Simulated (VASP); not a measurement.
# MnF2 (P-3m1) in VASP: single point with PBE+U

Aim: the single point of MnF2 with PBE+U.

Program: VASP 6.6.1. These are calculated values, not measurements. Logs are shortened: lines on timing, memory, paths and dates and some standing lists are left out, and cuts for length are marked.

## Step 1: The cell of the first run

The structure is trigonal, space group P-3m1 (No. 164). The conventional cell has a = 3.374 Å, b = 3.374 Å, c = 4.958 Å, α = 90.00°, β = 90.00°, γ = 120.00°. Mn (site symmetry -3m) has 6 F at 2.17 Å within 2.9 Å. Within 2.9 Å of F (site symmetry 3m) lie 3 Mn at 2.17 Å and 3 F at 2.74 Å.

## Step 2: Single point, PBE+U, collinear spin, ferromagnetic start

Input file INCAR:

```
PREC     = Accurate       # precision mode
ENCUT    = 700            # plane-wave cutoff, eV
EDIFF    = 1E-6           # SCF threshold, eV
ISMEAR   = 0              # smearing method
SIGMA    = 0.05           # smearing width, eV
LREAL    = F              # projectors in reciprocal space
LASPH    = T              # aspherical terms in the spheres
NELM     = 200            # most SCF steps
ALGO     = Normal         # electronic algorithm
ISIF     = 2              # what is computed and relaxed
LWAVE    = F              # write WAVECAR
LCHARG   = F              # write CHGCAR
ISPIN    = 2              # spin polarisation
MAGMOM   = 0.5 0 0        # initial moments
LORBIT   = 11             # projections on sites
LMAXMIX  = 4              # l up to which the mixer works
LDAU     = T              # DFT+U
LDAUTYPE = 2            
LDAUL    = 2 -1           # shell
LDAUU    = 3.9 0          # U, eV
LDAUJ    = 0 0          
LDAUPRINT= 1            
GGA      = PE             # functional
NBANDS   = 26             # bands
GGA_COMPAT= F
```

Input file KPOINTS:

```
Automatic mesh
0
Gamma
  8 8 6
```

Input file POSCAR:

```
MnF2
1.0
    3.3743128661      0.0000000000      0.0000000000
   -1.6871564330      2.9222406624      0.0000000000
    0.0000000000      0.0000000000      4.9576215098
Mn F
1 2
Direct
    0.0000000000      0.0000000000      0.0000000000
    0.3333333333      0.6666666667      0.1942625801
    0.6666666667      0.3333333333      0.8057374199
```

Potentials or basis: VASP PAW PBE potentials, release 64 (Mn_sv, F).

Started as:

```
$ cat potpaw_PBE.64/Mn_sv/POTCAR potpaw_PBE.64/F/POTCAR > POTCAR
$ mpirun -np 1 vasp_std > vasp.out
```

OUTCAR:

```text
PREC = Accurate
   ENCUT = 700
   EDIFF = 1E-6
   ISMEAR = 0
   LREAL = F
   LASPH = T
   NELM = 200
   ISIF = 2
   ISPIN = 2
   LORBIT = 11
   GGA = PE

 ion  position               nearest neighbor table
   1  0.000  0.000  0.000-   2 2.17   3 2.17   3 2.17   2 2.17   3 2.17   2 2.17
   2  0.333  0.667  0.194-   1 2.17   1 2.17   1 2.17
   3  0.667  0.333  0.806-   1 2.17   1 2.17   1 2.17

  LATTYP: Found a hexagonal cell.
 ALAT       =     3.3743128661
 C/A-ratio  =     1.4692240188

  Lattice vectors:

 A1 = (   3.3743128661,   0.0000000000,   0.0000000000)
 A2 = (  -1.6871564330,   2.9222406624,   0.0000000000)
 A3 = (   0.0000000000,   0.0000000000,   4.9576215098)

Analysis of symmetry for initial positions (statically):
=====================================================================
 Subroutine PRICEL returns:
 Original cell was already a primitive cell.

 Routine SETGRP: Setting up the symmetry group for a
 hexagonal supercell.

 Subroutine GETGRP returns: Found 12 space group operations
 (whereof 12 operations were pure point group operations)
 out of a pool of 24 trial point group operations.

The static configuration has the point symmetry D_3d.

Analysis of symmetry for dynamics (positions and initial velocities):
=====================================================================
 Subroutine PRICEL returns:
 Original cell was already a primitive cell.

 Routine SETGRP: Setting up the symmetry group for a
 hexagonal supercell.

 Subroutine GETGRP returns: Found 12 space group operations
 (whereof 12 operations were pure point group operations)
 out of a pool of 24 trial point group operations.

The dynamic configuration has the point symmetry D_3d.

Analysis of structural, dynamic, and magnetic symmetry:
=====================================================================
 Subroutine PRICEL returns:
[... 178 lines left out ...]
  o =  0.0087  v =  0.0000  0.0000  0.0000  0.0000  0.0000  0.0000 -0.0000 -1.0000  0.0000 -0.0000      0.0000  0.0000  0.0000  0.0000  0.0000  0.0000  0.0000  0.0000  0.0000  0.0000
  o =  0.0388  v =  0.0000  0.0000  0.0000  0.0000  0.0000 -0.6644 -0.2907  0.0000  0.6120  0.3155      0.0000  0.0000  0.0000  0.0000  0.0000  0.0000  0.0000  0.0000  0.0000  0.0000
  o =  0.0388  v =  0.0000  0.0000  0.0000  0.0000  0.0000  0.3155 -0.6120  0.0000 -0.2907  0.6644      0.0000  0.0000  0.0000  0.0000  0.0000  0.0000  0.0000  0.0000  0.0000  0.0000
  o =  0.9189  v = -0.0000  0.0000 -1.0000 -0.0000  0.0000  0.0000  0.0000  0.0000  0.0000  0.0000      0.0000  0.0000  0.0000  0.0000  0.0000  0.0000  0.0000  0.0000  0.0000  0.0000
  o =  0.9213  v = -0.6314  0.3069  0.0000 -0.6459  0.3000  0.0000  0.0000  0.0000  0.0000  0.0000      0.0000  0.0000  0.0000  0.0000  0.0000  0.0000  0.0000  0.0000  0.0000  0.0000
  o =  0.9213  v =  0.3000  0.6459  0.0000  0.3069  0.6314  0.0000  0.0000  0.0000  0.0000  0.0000      0.0000  0.0000  0.0000  0.0000  0.0000  0.0000  0.0000  0.0000  0.0000  0.0000
  o =  0.9497  v = -0.6459 -0.3001  0.0000  0.6313  0.3070  0.0000  0.0000  0.0000  0.0000  0.0000      0.0000  0.0000  0.0000  0.0000  0.0000  0.0000  0.0000  0.0000  0.0000  0.0000
  o =  0.9497  v =  0.3070 -0.6313  0.0000 -0.3001  0.6459  0.0000  0.0000  0.0000  0.0000  0.0000      0.0000  0.0000  0.0000  0.0000  0.0000  0.0000  0.0000  0.0000  0.0000  0.0000

 number of electron      29.0000001 magnetization       5.0002386

 Free energy of the ion-electron system (eV)
  ---------------------------------------------------
  ext. energy  EPLUGINS =         0.00000000
  ---------------------------------------------------
  free energy    TOTEN  =       -18.55793627 eV

  energy without entropy =      -18.55793627  energy(sigma->0) =      -18.55793627

 E-fermi :   1.0927     XC(G=0):  -8.4857

 val. band max:        0.5702071958   @ k =   0.0000   0.0000   0.5000
 cond. band min:       3.5924526496   @ k =   0.0000   0.0000   0.0000
 fundamental gap:      3.0222454538
 Fermi energy:         1.0926683048

 spin component 1

 k-point     1 :       0.0000    0.0000    0.0000
  band No.  band energies     occupation
      1     -79.1090      1.00000
      2     -47.9401      1.00000
      3     -47.8373      1.00000
      4     -47.8373      1.00000
      5     -21.7505      1.00000
      6     -21.1359      1.00000
[... 1385 lines left out ...]
     25      19.1111      0.00000
     26      20.8447      0.00000

 [... further k-points ...]

------------------------ aborting loop because EDIFF is reached ----------------------------------------

  FORCE on cell =-STRESS in cart. coord.  units (eV):
  Direction    XX          YY          ZZ          XY          YZ          ZX
  --------------------------------------------------------------------------------------
  -------------------------------------------------------------------------------------
  Total       -0.4816888     -0.4816888     -0.2764351     -0.0000000      0.0000000      0.0000000
  in kB      -15.7871043    -15.7871043     -9.0600197     -0.0000000      0.0000000      0.0000000
  external PRESSURE =     -13.5447428 kB  Pullay stress =       0.0000000 kB

 VOLUME and BASIS-vectors are now :
 -----------------------------------------------------------------------------
  energy-cutoff  :      700.00
  volume of cell :       48.88
      direct lattice vectors                 reciprocal lattice vectors
     3.374312866  0.000000000  0.000000000     0.296356633  0.171101582  0.000000000
    -1.687156433  2.922240662  0.000000000     0.000000000  0.342203164  0.000000000
     0.000000000  0.000000000  4.957621510     0.000000000  0.000000000  0.201709630

 POSITION                                       TOTAL-FORCE (eV/Angst)
 -----------------------------------------------------------------------------------
      0.00000      0.00000      0.00000        -0.000000      0.000000      0.000000
     -0.00000      1.94816      0.96308        -0.000000      0.000000     -0.079746
      1.68716      0.97408      3.99454         0.000000      0.000000      0.079746
 -----------------------------------------------------------------------------------
    total drift:                                0.000000     -0.000000      0.000000

  FREE ENERGIE OF THE ION-ELECTRON SYSTEM (eV)
  ---------------------------------------------------
  free  energy   TOTEN  =       -18.5579362653 eV

  energy  without entropy=      -18.5579362653  energy(sigma->0) =      -18.55793627

 total charge

# of ion       s       p       d       tot
------------------------------------------
    1        2.087   5.998   4.742  12.826
    2        1.730   4.359   0.000   6.089
    3        1.730   4.359   0.000   6.089
--------------------------------------------------
tot          5.547  14.715   4.742  25.004

 magnetization (x)

# of ion       s       p       d       tot
------------------------------------------
    1        0.017   0.013   4.540   4.569
    2        0.006   0.054   0.000   0.060
    3        0.006   0.054   0.000   0.060
--------------------------------------------------
tot          0.028   0.120   4.540   4.689
```

OSZICAR:

```text
N       E                     dE             d eps       ncg     rms          rms(c)
DAV:   1     0.410732343638E+03    0.41073E+03   -0.17519E+04  5516   0.153E+03
DAV:   2     0.159766205710E+02   -0.39476E+03   -0.36934E+03  5256   0.467E+02
DAV:   3    -0.121310029405E+02   -0.28108E+02   -0.27450E+02  6686   0.139E+02
DAV:   4    -0.139822212225E+02   -0.18512E+01   -0.18289E+01  8850   0.328E+01
DAV:   5    -0.139958109686E+02   -0.13590E-01   -0.13573E-01  6224   0.277E+00    0.144E+01
DAV:   6    -0.140385306169E+02   -0.42720E-01   -0.14138E+01  7228   0.466E+01    0.260E+01
DAV:   7    -0.162944103757E+02   -0.22559E+01   -0.23072E+00  7034   0.194E+01    0.202E+01
DAV:   8    -0.178208460695E+02   -0.15264E+01   -0.22495E-01  7964   0.605E+00    0.138E+01
DAV:   9    -0.185051909843E+02   -0.68434E+00   -0.44653E-01  6940   0.937E+00    0.358E+00
DAV:  10    -0.184113147949E+02    0.93876E-01   -0.75909E-02  7294   0.460E+00    0.472E+00
DAV:  11    -0.185468820578E+02   -0.13557E+00   -0.33815E-02  8186   0.298E+00    0.885E-01
DAV:  12    -0.185570086010E+02   -0.10127E-01   -0.13709E-02  6228   0.114E+00    0.318E-01
DAV:  13    -0.185576752842E+02   -0.66668E-03   -0.89273E-04  7288   0.324E-01    0.158E-01
DAV:  14    -0.185579004012E+02   -0.22512E-03   -0.10831E-04  6756   0.123E-01    0.558E-02
DAV:  15    -0.185579256006E+02   -0.25199E-04   -0.21747E-05  7496   0.609E-02    0.286E-02
DAV:  16    -0.185579332511E+02   -0.76505E-05   -0.32057E-06  6310   0.206E-02    0.184E-02
DAV:  17    -0.185579360408E+02   -0.27897E-05   -0.16863E-06  5470   0.194E-02    0.400E-03
DAV:  18    -0.185579362653E+02   -0.22448E-06   -0.35257E-07  4388   0.642E-03
   1 F= -.18557936E+02 E0= -.18557936E+02  d E =-.396869E-51  mag=     5.0000
```

Wall time 3.7 min (1 thread of Intel Xeon Platinum 8259CL at 2.50GHz (Skylake/Cascade Lake), shared host); peak memory 0.31 GiB.

What came out:

```yaml
Free_energy: -18.5579 eV
Pressure: -1.4 GPa
Largest_force: 0.080 eV/Å
Band_gap_on_the_k_mesh: 3.02 eV (least direct gap 3.04 eV)
Net_moment: 5.00 μB per cell
Site_moments: Mn +4.57; F +0.06 μB
Valence_electrons_inside_the_program's_atomic_spheres: Mn 12.83; F 6.09
```

Forces in eV/Å, atoms in the order of the input:
```
Mn   0.000  0.000  0.000
F    0.000  0.000 -0.080
F    0.000  0.000  0.080
```

Eigenvalues of the final occupation matrices:
```tsv
site	spin	trace	eigenvalues
site 1 d	1	4.66	0.92 0.92 0.92 0.95 0.95
site 1 d	2	0.10	0.01 0.01 0.01 0.04 0.04
```

Caveat: a cell with one magnetic atom can't hold antiferromagnetic order, which such compounds often take. A k mesh can miss the band edges.
